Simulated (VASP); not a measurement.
# CaSe (Fm-3m) in VASP: single point with LDA

Aim: the single point of CaSe with LDA.

All numbers are computed with VASP 6.6.1; they aren't measurements. Logs are shortened: lines on timing, memory, paths and dates and some standing lists are left out, and cuts for length are marked.

### 1 The cell of the first run

Symmetry: Fm-3m, No. 225, cubic system. The conventional cell has a = 5.912 Å, b = 5.912 Å, c = 5.912 Å, α = 90.00°, β = 90.00°, γ = 90.00°. Ca (site symmetry m-3m) has 6 Se at 2.96 Å within 3.9 Å. Within 3.9 Å of Se (site symmetry m-3m) lie 6 Ca at 2.96 Å.

### 2 Single point, LDA

The input, INCAR:

```
SYSTEM = CaSe
ALGO = Normal
EDIFF = 1E-7
ENCUT = 520
ISIF = 2
ISMEAR = 0
LASPH = .TRUE.
LCHARG = .FALSE.
LREAL = .FALSE.
LWAVE = .FALSE.
NBANDS = 15
NELM = 60
PREC = Accurate
SIGMA = 0.01
```

The input, KPOINTS:

```
k-points
0
G
  8 8 8
  0 0 0
```

The input, POSCAR:

```
CaSe
1.0
    0.0000000000      2.9560000000      2.9560000000
    2.9560000000      0.0000000000      2.9560000000
    2.9560000000      2.9560000000      0.0000000000
Ca Se
1 1
Direct
    0.0000000000      0.0000000000      0.0000000000
    0.5000000000      0.5000000000      0.5000000000
```

Potentials or basis: VASP PAW LDA potentials, release 64 (Ca_sv, Se).

The run is started by

```console
> cat potpaw_LDA.64/Ca_sv/POTCAR potpaw_LDA.64/Se/POTCAR > POTCAR
> mpirun -np 1 vasp_std > vasp.out
```

OUTCAR:

```text
SYSTEM = CaSe
   EDIFF = 1E-7
   ENCUT = 520
   ISIF = 2
   ISMEAR = 0
   LASPH = .TRUE.
   LREAL = .FALSE.
   NELM = 60
   PREC = Accurate

 ion  position               nearest neighbor table
   1  0.000  0.000  0.000-   2 2.96   2 2.96   2 2.96   2 2.96   2 2.96   2 2.96
   2  0.500  0.500  0.500-   1 2.96   1 2.96   1 2.96   1 2.96   1 2.96   1 2.96

  LATTYP: Found a face centered cubic cell.
 ALAT       =     5.9120000000

  Lattice vectors:

 A1 = (   0.0000000000,   2.9560000000,   2.9560000000)
 A2 = (   2.9560000000,   0.0000000000,   2.9560000000)
 A3 = (   2.9560000000,   2.9560000000,   0.0000000000)

Analysis of symmetry for initial positions (statically):
=====================================================================
 Subroutine PRICEL returns:
 Original cell was already a primitive cell.

 Routine SETGRP: Setting up the symmetry group for a
 face centered cubic supercell.

 Subroutine GETGRP returns: Found 48 space group operations
 (whereof 48 operations were pure point group operations)
 out of a pool of 48 trial point group operations.

The static configuration has the point symmetry O_h .

Analysis of symmetry for dynamics (positions and initial velocities):
=====================================================================
 Subroutine PRICEL returns:
 Original cell was already a primitive cell.

 Routine SETGRP: Setting up the symmetry group for a
 face centered cubic supercell.

 Subroutine GETGRP returns: Found 48 space group operations
 (whereof 48 operations were pure point group operations)
 out of a pool of 48 trial point group operations.

The dynamic configuration has the point symmetry O_h .

 Subroutine INISYM returns: Found 48 space group operations
 (whereof 48 operations are pure point group operations),
 and found     1 'primitive' translations

----------------------------------------------------------------------------------------

                                     Primitive cell

  volume of cell :      51.6587

  direct lattice vectors                    reciprocal lattice vectors
     0.000000000  2.956000000  2.956000000    -0.169147497  0.169147497  0.169147497
     2.956000000  0.000000000  2.956000000     0.169147497 -0.169147497  0.169147497
     2.956000000  2.956000000  0.000000000     0.169147497  0.169147497 -0.169147497

  length of vectors
     4.180415290  4.180415290  4.180415290     0.292972058  0.292972058  0.292972058

  position of ions in fractional coordinates (direct lattice)
     0.000000000  0.000000000  0.000000000
     0.500000000  0.500000000  0.500000000

  ion indices of the primitive-cell ions
   primitive index   ion index
                 1           1
                 2           2

----------------------------------------------------------------------------------------

 KPOINTS: k-points

Automatic generation of k-mesh.
 Grid dimensions read from file:
 generate k-points for:    8    8    8

 Generating k-lattice:

  Cartesian coordinates                     Fractional coordinates (reciprocal lattice)
    -0.021143437  0.021143437  0.021143437     0.125000000  0.000000000  0.000000000
     0.021143437 -0.021143437  0.021143437     0.000000000  0.125000000  0.000000000
     0.021143437  0.021143437 -0.021143437     0.000000000  0.000000000  0.125000000

  Length of vectors
     0.036621507  0.036621507  0.036621507

  Shift w.r.t. Gamma in fractional coordinates (k-lattice)
     0.000000000  0.000000000  0.000000000

 Subroutine IBZKPT returns following result:
 ===========================================

 Found     29 irreducible k-points:

 Following reciprocal coordinates:
            Coordinates               Weight
  0.000000  0.000000  0.000000      1.000000
  0.125000  0.000000  0.000000      8.000000
  0.250000  0.000000  0.000000      8.000000
  0.375000  0.000000  0.000000      8.000000
  0.500000  0.000000  0.000000      4.000000
  0.125000  0.125000  0.000000      6.000000
[... 16 lines left out ...]
  0.500000  0.250000  0.125000     48.000000
 -0.375000  0.250000  0.125000     24.000000
 [... further k-points ...]
   k-points           NKPTS =     29   k-points in BZ     NKDIM =     29   number of bands    NBANDS=     15
   number of dos      NEDOS =    301   number of ions     NIONS =      2
   total plane-waves  NPLWV =  32768
   dimension x,y,z NGX =    32 NGY =   32 NGZ =   32
   dimension x,y,z NGXF=    64 NGYF=   64 NGZF=   64
   ions per type =               1   1
   NGX,Y,Z   is equivalent  to a cutoff of  12.73, 12.73, 12.73 a.u.
   NGXF,Y,Z  is equivalent  to a cutoff of  25.45, 25.45, 25.45 a.u.
 SYSTEM =  CaSe
   PREC   = accura    normal or accurate (medium, high low for compatibility)
   ISTART =      0    job   : 0-new  1-cont  2-samecut
   ICHARG =      2    charge: 1-file 2-atom 10-const
   ISPIN  =      1    spin polarized calculation?
   LNONCOLLINEAR =      F non collinear calculations
   LSORBIT =      F    spin-orbit coupling
   LASPH  =      T    aspherical Exc in radial PAW
   ENCUT  =  520.0 eV  38.22 Ry    6.18 a.u.   7.77  7.77  7.77*2*pi/ulx,y,z
   NELM   =     60;   NELMIN=  2; NELMDL= -5     # of ELM steps
   EDIFF  = 0.1E-06   stopping-criterion for ELM
   LREAL  =      F    real-space projection
   EDIFFG = 0.1E-05   stopping-criterion for IOM
   NSW    =      0    number of steps for IOM
   IBRION =     -1    ionic relax: 0-MD 1-quasi-New 2-CG
   NFREE  =      0    steps in history (QN), initial steepest desc. (CG)
   ISIF   =      2    stress and relaxation
   ISYM   =      2    0-nonsym 1-usesym 2-fastsym
   POTIM  = 0.5000    time-step for ionic-motion
   TEBEG  =    0.0;   TEEND  =   0.0 temperature during run
   PSTRESS=    0.0 pullay stress
   NELECT =      16.0000    total number of electrons
   NUPDOWN=      -1.0000    fix difference up-down
   EMIN   =  10.00;   EMAX   =-10.00  energy-range for DOS
   EFERMI =   0.00;   METHOD = LEGACY
   ISMEAR =     0;   SIGMA  =   0.01  broadening in eV -4-tet -1-fermi 0-gaus
   EFERMI_NEDOS =   21; number of points for ismear=-14 and -15
   IALGO  =     38    algorithm
   IMIX   =      4    mixing-type and parameters
     AMIX     =   0.40;   BMIX     =  1.00
     AMIX_MAG =   1.60;   BMIX_MAG =  1.00
  volume/ion in A,a.u.               =      25.83       174.30
  Fermi-wavevector in a.u.,A,eV,Ry     =   1.107645  2.093145 16.692666  1.226876
  Thomas-Fermi vector in A             =   2.244161
   LORBIT       =      0    0 simple, 1 ext, 2 COOP (PROOUT), +10 PAW based schemes
   GGA     = CA    functional components
   LHFCALC =     F    Hartree Fock is set to
   AEXX    =    0.0000 exact exchange contribution
   IVDW    =     0    specifies the selected vdW correction
   LEPSILON=     F    determine dielectric tensor
   LRPA    =     F    only Hartree local field effects (RPA)
 non-spin polarized calculation
 Gauss-broadening in eV      SIGMA  =   0.01
  energy-cutoff  :      520.00
  volume of cell :       51.66
 maximum number of plane-waves:      1411
   NGX = 15   NGY = 15   NGZ = 15

 number of electron      15.9999999 magnetization

 Free energy of the ion-electron system (eV)
  ---------------------------------------------------
  ext. energy  EPLUGINS =         0.00000000
  ---------------------------------------------------
  free energy    TOTEN  =       -10.55719627 eV

  energy without entropy =      -10.55719627  energy(sigma->0) =      -10.55719627

 E-fermi :   2.4235     XC(G=0):  -9.5036

 val. band max:        2.3603015110   @ k =   0.0000   0.0000   0.0000
 cond. band min:       4.2196946248   @ k =   0.5000   0.5000   0.0000
 fundamental gap:      1.8593931138
 Fermi energy:         2.4235145103

 k-point     1 :       0.0000    0.0000    0.0000
  band No.  band energies     occupation
      1     -36.9124      2.00000
      2     -18.2036      2.00000
      3     -18.2036      2.00000
      4     -18.2036      2.00000
      5      -9.4841      2.00000
      6       2.3603      2.00000
      7       2.3603      2.00000
      8       2.3603      2.00000
      9       5.4739      0.00000
     10       5.9047      0.00000
     11       5.9047      0.00000
     12       5.9047      0.00000
     13       6.5156      0.00000
     14       6.5156      0.00000
     15      11.9343      0.00000

 k-point     2 :       0.1250    0.0000    0.0000
  band No.  band energies     occupation
      1     -36.9113      2.00000
      2     -18.2221      2.00000
      3     -18.2048      2.00000
      4     -18.2048      2.00000
      5      -9.3895      2.00000
      6       1.5605      2.00000
      7       2.1103      2.00000
      8       2.1103      2.00000
      9       5.7892      0.00000
     10       6.1192      0.00000
     11       6.1192      0.00000
     12       6.5045      0.00000
     13       6.9302      0.00000
     14       6.9302      0.00000
     15      12.1299      0.00000

 k-point     3 :       0.2500    0.0000    0.0000
  band No.  band energies     occupation
      1     -36.9087      2.00000
      2     -18.2661      2.00000
      3     -18.2078      2.00000
      4     -18.2078      2.00000
      5      -9.1495      2.00000
      6       0.3016      2.00000
      7       1.6354      2.00000
      8       1.6354      2.00000
      9       5.9179      0.00000
     10       6.6403      0.00000
     11       6.6403      0.00000
     12       7.9346      0.00000
     13       7.9365      0.00000
     14       7.9365      0.00000
     15      11.6554      0.00000
[... 343 lines left out ...]
 k-point    23 :       0.5000    0.2500    0.1250
  band No.  band energies     occupation
      1     -36.9046      2.00000
      2     -18.2942      2.00000
      3     -18.2369      2.00000
      4     -18.2183      2.00000
      5      -8.8631      2.00000
      6      -0.3852      2.00000
      7       0.8938      2.00000
      8       1.1843      2.00000
      9       6.0968      0.00000
     10       7.4267      0.00000
     11       7.7170      0.00000
     12       7.8875      0.00000
     13       8.3705      0.00000
     14      10.0085      0.00000
     15      10.2892      0.00000

 k-point    24 :      -0.3750    0.2500    0.1250
  band No.  band energies     occupation
      1     -36.9037      2.00000
      2     -18.3037      2.00000
      3     -18.2389      2.00000
      4     -18.2217      2.00000
      5      -8.7919      2.00000
      6      -0.5266      2.00000
      7       0.6986      2.00000
      8       1.0930      2.00000
      9       6.6904      0.00000
     10       6.9657      0.00000
     11       7.9344      0.00000
     12       8.2305      0.00000
     13       8.5943      0.00000
     14       9.4865      0.00000
     15      10.8532      0.00000

 [... further k-points ...]

------------------------ aborting loop because EDIFF is reached ----------------------------------------

  FORCE on cell =-STRESS in cart. coord.  units (eV):
  Direction    XX          YY          ZZ          XY          YZ          ZX
  --------------------------------------------------------------------------------------
  -------------------------------------------------------------------------------------
  Total       -0.9346722     -0.9346722     -0.9346722      0.0000000      0.0000000      0.0000000
  in kB      -28.9885602    -28.9885602    -28.9885602      0.0000000      0.0000000      0.0000000
  external PRESSURE =     -28.9885602 kB  Pullay stress =       0.0000000 kB

 VOLUME and BASIS-vectors are now :
 -----------------------------------------------------------------------------
  energy-cutoff  :      520.00
  volume of cell :       51.66
      direct lattice vectors                 reciprocal lattice vectors
     0.000000000  2.956000000  2.956000000    -0.169147497  0.169147497  0.169147497
     2.956000000  0.000000000  2.956000000     0.169147497 -0.169147497  0.169147497
     2.956000000  2.956000000  0.000000000     0.169147497  0.169147497 -0.169147497

 POSITION                                       TOTAL-FORCE (eV/Angst)
 -----------------------------------------------------------------------------------
      0.00000      0.00000      0.00000         0.000000     -0.000000     -0.000000
      2.95600      2.95600      2.95600        -0.000000      0.000000      0.000000
 -----------------------------------------------------------------------------------
    total drift:                                0.000000     -0.000000     -0.000000

  FREE ENERGIE OF THE ION-ELECTRON SYSTEM (eV)
  ---------------------------------------------------
  free  energy   TOTEN  =       -10.5571962675 eV

  energy  without entropy=      -10.5571962675  energy(sigma->0) =      -10.55719627
```

Wall time 27 s (1 thread of Intel Xeon 8259CL, shared host); peak memory 0.16 GiB.

Results:

| Quantity | Value |
| --- | --- |
| Free energy | -10.5572 eV |
| Pressure | -2.9 GPa |
| Band gap on the k mesh | 1.86 eV (least direct gap 2.80 eV) |

Levels at points of the mesh, in eV from the valence-band top:
```tsv
k point	band 4	band 5	band 6	band 7	band 8	band 9	band 10	band 11	band 12	band 13
(0.00, 0.00, 0.00)	-20.56	-11.84	0.00	0.00	0.00	3.11	3.54	3.54	3.54	4.16
(0.50, 0.00, 0.00)	-20.57	-11.13	-3.35	-1.23	-1.23	4.37	5.33	5.35	5.35	7.44
(0.50, 0.50, 0.00)	-20.60	-11.26	-2.55	-0.94	-0.94	1.86	4.85	4.93	5.90	5.90
```

A k mesh can miss the band edges. As with any semilocal functional, this LDA gap is likely too small.
